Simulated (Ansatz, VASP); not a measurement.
**Fe: VASP beside Ansatz**

```
Fe
1.0
    -1.24667    1.24667    1.24667
     1.24667   -1.24667    1.24667
     1.24667    1.24667   -1.24667
Fe
1
Direct
  0.00000 0.00000 0.00000
```

Change from the starting cell: volume scaled by 0.716, to set the pressure.

Alike in both runs: task single point; functional PBEsol; k mesh 21 × 21 × 21; occupations fermi-dirac, width 0.08 eV; collinear spin.

|  | VASP | Ansatz |
| --- | --- | --- |
| version | VASP 6.6.1 | Ansatz 0.2.0 |
| potentials or method | VASP PAW PBE potentials, release 64 (Fe) | PAW with Ansatz's default frozen-core files, scalar-relativistic |
| plane-wave cutoff (eV) | 520 | 420 |
| valence electrons in the cell | 8 | 16 |

|  | VASP | Ansatz | Ansatz less VASP |
| --- | --- | --- | --- |
| pressure (GPa) | 159.7 | 159.2 | -0.42 |
| net moment per atom (μB) | 1.35 | 1.35 | 0.000 |
| size of the moment on the site where the two differ most (μB) | 1.30 | 1.34 | +0.038 |

VASP's potentials were made for PBE, not for PBEsol. Site moments also hang on the region over which each program counts them. Both programs put the cell under a high pressure, so it lies far from rest at this level. VASP's potentials hold 8 valence electrons a cell and Ansatz's 16, so a difference there can come from the potentials and not from the codes.

Noted on VASP's run: the cell as given lies far from equilibrium.
